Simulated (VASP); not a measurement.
# Rb (I4/mmm) in VASP: further runs

The runs below take Rb through single point, with PBE+D3(BJ).

Program: VASP 6.6.1. These are calculated values, not measurements. Logs are shortened: lines on timing, memory, paths and dates and some standing lists are left out, and cuts for length are marked.

## 1. The cell of the first run

Symmetry: I4/mmm, No. 139, tetragonal system. Conventional cell: a = 5.869 Å, b = 5.869 Å, c = 5.425 Å, α = 90.00°, β = 90.00°, γ = 90.00°.

## 2. Single point, PBE+D3(BJ), non-collinear spin, zero start, spin-orbit coupling

File INCAR:

```
SYSTEM = Rb
PREC = Accurate
ENCUT = 520
EDIFF = 1E-6
ISMEAR = -1
SIGMA = 0.05
LREAL = .False.
LASPH = .True.
NELM = 150
ALGO = Fast
ISIF = 2
LWAVE = .False.
LCHARG = .False.
LNONCOLLINEAR = .True.
MAGMOM = 0 0 0
LORBIT = 11
LSORBIT = .True.
GGA_COMPAT = .False.
LORBMOM = .True.
GGA = PE
IVDW = 12
NBANDS = 20
```

File KPOINTS:

```
Automatic mesh
0
Gamma
  7 7 7
  0 0 0
```

File POSCAR:

```
Rb
1.0
   -2.9346823254      2.9346823254      2.7125168232
    2.9346823254     -2.9346823254      2.7125168232
    2.9346823254      2.9346823254     -2.7125168232
Rb
1
Direct
    0.0000000000      0.0000000000      0.0000000000
```

Potentials or basis: VASP PAW PBE potentials, release 64 (Rb_sv).

The run is started by

```bash
cat potpaw_PBE.64/Rb_sv/POTCAR > POTCAR
mpirun -np 1 vasp_ncl > vasp.out
```

OUTCAR:

```text
SYSTEM = Rb
   PREC = Accurate
   ENCUT = 520
   EDIFF = 1E-6
   ISMEAR = -1
   LREAL = .False.
   LASPH = .True.
   NELM = 150
   ISIF = 2
   LNONCOLLINEAR = .True.
   LORBIT = 11
   LSORBIT = .True.
   GGA = PE
   IVDW = 12
 IVDW          = 12

 ion  position               nearest neighbor table
   1  0.000  0.000  0.000-

  LATTYP: Found a body centered tetragonal cell.
 ALAT       =     5.8693646508
 C/A-ratio  =     0.9242965754

  Lattice vectors:

 A1 = (  -2.9346823254,   2.9346823254,   2.7125168232)
 A2 = (   2.9346823254,  -2.9346823254,   2.7125168232)
 A3 = (   2.9346823254,   2.9346823254,  -2.7125168232)

Analysis of symmetry for initial positions (statically):
=====================================================================
 Subroutine PRICEL returns:
 Original cell was already a primitive cell.

 Routine SETGRP: Setting up the symmetry group for a
 body centered tetragonal supercell.

 Subroutine GETGRP returns: Found 16 space group operations
 (whereof 16 operations were pure point group operations)
 out of a pool of 16 trial point group operations.

The static configuration has the point symmetry D_4h.

Analysis of symmetry for dynamics (positions and initial velocities):
=====================================================================
 Subroutine PRICEL returns:
 Original cell was already a primitive cell.

 Routine SETGRP: Setting up the symmetry group for a
 body centered tetragonal supercell.

 Subroutine GETGRP returns: Found 16 space group operations
 (whereof 16 operations were pure point group operations)
 out of a pool of 16 trial point group operations.

The dynamic configuration has the point symmetry D_4h.

Analysis of structural, dynamic, and magnetic symmetry:
=====================================================================
 Subroutine PRICEL returns:
 Original cell was already a primitive cell.

 Routine SETGRP: Setting up the symmetry group for a
 body centered tetragonal supercell.

 Subroutine GETGRP returns: Found 16 space group operations
 (whereof 16 operations were pure point group operations)
 out of a pool of 16 trial point group operations.

The overall configuration has the point symmetry D_4h.

 Subroutine INISYM returns: Found 16 space group operations
 (whereof 16 operations are pure point group operations),
 and found     1 'primitive' translations

----------------------------------------------------------------------------------------

                                     Primitive cell

  volume of cell :      93.4447

  direct lattice vectors                    reciprocal lattice vectors
    -2.934682325  2.934682325  2.712516823     0.000000000  0.170376192  0.184330654
     2.934682325 -2.934682325  2.712516823     0.170376192  0.000000000  0.184330654
     2.934682325  2.934682325 -2.712516823     0.170376192  0.170376192  0.000000000

  length of vectors
     4.958071018  4.958071018  4.958071018     0.251009635  0.251009635  0.240948322

  position of ions in fractional coordinates (direct lattice)
     0.000000000  0.000000000  0.000000000

  ion indices of the primitive-cell ions
   primitive index   ion index
                 1           1

----------------------------------------------------------------------------------------

 KPOINTS: Automatic mesh

Automatic generation of k-mesh.
 Grid dimensions read from file:
 generate k-points for:    7    7    7

 Generating k-lattice:

  Cartesian coordinates                     Fractional coordinates (reciprocal lattice)
     0.000000000  0.024339456  0.026332951     0.142857143  0.000000000  0.000000000
     0.024339456  0.000000000  0.026332951     0.000000000  0.142857143  0.000000000
     0.024339456  0.024339456  0.000000000     0.000000000  0.000000000  0.142857143

  Length of vectors
     0.035858519  0.035858519  0.034421189

[... 49 lines left out ...]
   LSORBIT =      T    spin-orbit coupling
   LASPH  =      T    aspherical Exc in radial PAW
   ENCUT  =  520.0 eV  38.22 Ry    6.18 a.u.   9.22  9.22  9.22*2*pi/ulx,y,z
   NELM   =    150;   NELMIN=  2; NELMDL= -5     # of ELM steps
   EDIFF  = 0.1E-05   stopping-criterion for ELM
   LREAL  =      F    real-space projection
   EDIFFG = 0.1E-04   stopping-criterion for IOM
   NSW    =      0    number of steps for IOM
   IBRION =     -1    ionic relax: 0-MD 1-quasi-New 2-CG
   NFREE  =      0    steps in history (QN), initial steepest desc. (CG)
   ISIF   =      2    stress and relaxation
   ISYM   =      2    0-nonsym 1-usesym 2-fastsym
   POTIM  = 0.5000    time-step for ionic-motion
   TEBEG  =    0.0;   TEEND  =   0.0 temperature during run
   PSTRESS=    0.0 pullay stress
   NELECT =       9.0000    total number of electrons
   NUPDOWN=      -1.0000    fix difference up-down
   EMIN   =  10.00;   EMAX   =-10.00  energy-range for DOS
   EFERMI =   0.00;   METHOD = LEGACY
   ISMEAR =    -1;   SIGMA  =   0.05  broadening in eV -4-tet -1-fermi 0-gaus
   EFERMI_NEDOS =   21; number of points for ismear=-14 and -15
   IALGO  =     68    algorithm
   IMIX   =      4    mixing-type and parameters
     AMIX     =   0.40;   BMIX     =  1.00
     AMIX_MAG =   1.60;   BMIX_MAG =  1.00
  volume/ion in A,a.u.               =      93.44       630.60
  Fermi-wavevector in a.u.,A,eV,Ry     =   0.750420  1.418087  7.661842  0.563129
  Thomas-Fermi vector in A             =   1.847166
   LORBIT       =     11    0 simple, 1 ext, 2 COOP (PROOUT), +10 PAW based schemes
   GGA     = PE    functional components
   LHFCALC =     F    Hartree Fock is set to
   AEXX    =    0.0000 exact exchange contribution
   IVDW    =    12    specifies the selected vdW correction
   LEPSILON=     F    determine dielectric tensor
   LRPA    =     F    only Hartree local field effects (RPA)
 RMM-DIIS sequential band-by-band and
  energy-cutoff  :      520.00
  volume of cell :       93.44
 maximum number of plane-waves:      5100
 NGX is ok and might be reduce to    40
   NGX = 19   NGY = 19   NGZ = 19

 number of electron       9.0000000 magnetization      -0.0000000      0.0000000      0.0000000

 number of electron       9.0000000 magnetization       0.0000000      0.0000000      0.0000000

 number of electron       9.0000000 magnetization      -0.0000000     -0.0000000      0.0000000

 Free energy of the ion-electron system (eV)
  ---------------------------------------------------
  ext. energy  EPLUGINS =         0.00000000
  ---------------------------------------------------
  free energy    TOTEN  =        -0.96893956 eV

  energy without entropy =       -0.96198416  energy(sigma->0) =       -0.96546186

 E-fermi :  -0.0487     XC(G=0):  -5.4030

 val. band max:       -0.1011723963   @ k =   0.4286   0.0000   0.0000
 cond. band min:      -0.0407958010   @ k =  -0.4286   0.4286   0.1429
 fundamental gap:      0.0603765953
 Fermi energy:        -0.0487354993

 k-point     1 :       0.0000    0.0000    0.0000
  band No.  band energies     occupation
      1     -28.9676      1.00000
      2     -28.9676      1.00000
      3     -13.5925      1.00000
      4     -13.5925      1.00000
      5     -12.7276      1.00000
      6     -12.7276      1.00000
[... 541 lines left out ...]
     19       5.5392      0.00000
     20       5.5785      0.00000

 [... further k-points ...]

------------------------ aborting loop because EDIFF is reached ----------------------------------------

 Edisp (eV)   -0.09904

 E8    (eV) :    -0.0569

  FORCE on cell =-STRESS in cart. coord.  units (eV):
  Direction    XX          YY          ZZ          XY          YZ          ZX
  --------------------------------------------------------------------------------------
  -------------------------------------------------------------------------------------
  Total      -0.13303    -0.13303    -0.15469     0.00000     0.00000     0.00000
  in kB      -2.28088    -2.28088    -2.65228     0.00000     0.00000     0.00000
  external pressure =       -2.40 kB  Pullay stress =        0.00 kB

 VOLUME and BASIS-vectors are now :
 -----------------------------------------------------------------------------
  energy-cutoff  :      520.00
  volume of cell :       93.44
      direct lattice vectors                 reciprocal lattice vectors
    -2.934682325  2.934682325  2.712516823     0.000000000  0.170376192  0.184330654
     2.934682325 -2.934682325  2.712516823     0.170376192  0.000000000  0.184330654
     2.934682325  2.934682325 -2.712516823     0.170376192  0.170376192  0.000000000

 POSITION                                       TOTAL-FORCE (eV/Angst)
 -----------------------------------------------------------------------------------
      0.00000      0.00000      0.00000         0.000000     -0.000000      0.000000
 -----------------------------------------------------------------------------------
    total drift:                               -0.000000     -0.000000     -0.000000

  FREE ENERGIE OF THE ION-ELECTRON SYSTEM (eV)
  ---------------------------------------------------
  free  energy   TOTEN  =        -1.0679830534 eV

  energy  without entropy=       -1.0610276536  energy(sigma->0) =       -1.06450535

 orbital moment (x)

 # of ion     p       d       tot
 ----------------------------------------
  1         0.000  -0.000  -0.000
 ----------------------------------------
            0.000  -0.000  -0.000

 orbital moment (y)

 # of ion     p       d       tot
 ----------------------------------------
  1         0.000  -0.000  -0.000
 ----------------------------------------
            0.000  -0.000  -0.000

 orbital moment (z)

 # of ion     p       d       tot
 ----------------------------------------
  1         0.000  -0.000  -0.000
 ----------------------------------------
            0.000  -0.000  -0.000

 Spin-Orbit-Coupling matrix elements

 Ion:    1  E_soc:     -0.0530756
 l=   1
     0.0000000    -0.0088461    -0.0088454
    -0.0088461     0.0000000    -0.0088461
    -0.0088454    -0.0088461     0.0000000
 l=   2
     0.0000000     0.0000000     0.0000000     0.0000000    -0.0000000
     0.0000000     0.0000000    -0.0000001    -0.0000000    -0.0000000
     0.0000000    -0.0000001     0.0000000    -0.0000001     0.0000000
     0.0000000    -0.0000000    -0.0000001     0.0000000    -0.0000000
    -0.0000000    -0.0000000     0.0000000    -0.0000000     0.0000000
 l=   3
     0.0000000     0.0000000     0.0000000     0.0000000     0.0000000     0.0000000     0.0000000
     0.0000000     0.0000000     0.0000000     0.0000000     0.0000000     0.0000000     0.0000000
     0.0000000     0.0000000     0.0000000     0.0000000     0.0000000     0.0000000     0.0000000
     0.0000000     0.0000000     0.0000000     0.0000000     0.0000000     0.0000000     0.0000000
     0.0000000     0.0000000     0.0000000     0.0000000     0.0000000     0.0000000     0.0000000
     0.0000000     0.0000000     0.0000000     0.0000000     0.0000000     0.0000000     0.0000000
     0.0000000     0.0000000     0.0000000     0.0000000     0.0000000     0.0000000     0.0000000

 total charge

# of ion       s       p       d       tot
------------------------------------------
    1        1.964   5.321   0.005   7.289

 magnetization (x)

# of ion       s       p       d       tot
------------------------------------------
    1       -0.000   0.000   0.000  -0.000

 magnetization (y)

# of ion       s       p       d       tot
------------------------------------------
    1        0.000   0.000   0.000   0.000

 magnetization (z)

# of ion       s       p       d       tot
------------------------------------------
    1       -0.000   0.000  -0.000  -0.000
```

Run time: 1.9 min. Hardware: 1 thread of Intel Xeon 6975P-C (Granite Rapids), shared host; peak memory 0.52 GiB.

What came out:

* Free energy: -1.0680 eV
* Pressure: -0.2 GPa
* Net moment: 0.00 μB per cell
* Valence electrons inside the program's atomic spheres: Rb 7.29
* Dispersion energy per atom: -0.099 eV

Moments on the atoms (μB; x, y, z):
```
Rb  0.00 0.00 0.00
```

Caveat: three body term missing.

## 3. Single point, PBE+D3(BJ), non-collinear spin, zero start, spin-orbit coupling

This run uses another cell than the first one, of 95.35 Å³/atom.

File INCAR:

```
  PREC = Accurate
  ENCUT = 520
  EDIFF = 1E-6
  ISMEAR = -1
  SIGMA = 0.05
  LREAL = F
  LASPH = T
  NELM = 150
  ALGO = Normal
  ISIF = 2
  LWAVE = F
  LCHARG = T
  MAGMOM = 0 0 0
  LORBIT = 11
  LSORBIT = T
  GGA_COMPAT = F
  LORBMOM = T
  GGA = PE
  IVDW = 12
  LVHAR = T
  NBANDS = 20
```

File KPOINTS:

```
Automatic mesh
0
Gamma
  7 7 7
```

File POSCAR:

```
Rb
1.0
   -2.9545118615      2.9545118615      2.7308451955
    2.9545118615     -2.9545118615      2.7308451955
    2.9545118615      2.9545118615     -2.7308451955
Rb
1
Direct
    0.0000000000      0.0000000000      0.0000000000
```

Potentials or basis: VASP PAW PBE potentials, release 64 (Rb_sv).

The run is started by

```bash
cat potpaw_PBE.64/Rb_sv/POTCAR > POTCAR
mpirun -np 1 vasp_ncl > vasp.out
```

Run time: 77 s. Hardware: 1 thread of Intel Xeon 6975P-C (Granite Rapids), shared host; peak memory 0.52 GiB.

Results (log left out):

```yaml
Free_energy: -1.0648 eV
Pressure: -0.3 GPa
Net_moment: 0.00 μB per cell
Valence_electrons_inside_the_program's_atomic_spheres: Rb 7.29
Dispersion_energy_per_atom: -0.097 eV
```

Moments on the atoms (μB; x, y, z):
```
Rb  0.00 0.00 0.00
```

Caveat: three body term missing.
